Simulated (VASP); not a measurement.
HfB:

```xyz
2
Lattice="0.0000 2.3253 2.3253 2.3253 0.0000 2.3253 2.3253 2.3253 0.0000" Properties=species:S:1:pos:R:3 pbc="T T T"
Hf    2.3253    2.3253    2.3253
B     0.0000    0.0000    0.0000
```

Base run:

```yaml
Program: VASP 6.6.1
Functional: PBE
Potentials_or_basis: VASP PAW PBE potentials, release 64 (Hf_pv, B)
Cutoff: 520 eV
k_mesh: 10 × 10 × 10
Occupations: fermi-dirac, width 0.05 eV
Spin: no spin polarisation
```

Its results: pressure 25.1 GPa.

**Question.** The run is repeated on the same cell with these changes: functional from PBE to r2SCAN. What comes out?

**Answer.** Pressure 24.2 GPa.

Caveats: the PAW data sets were made with another functional, which shifts forces and pressure a little (some runs).
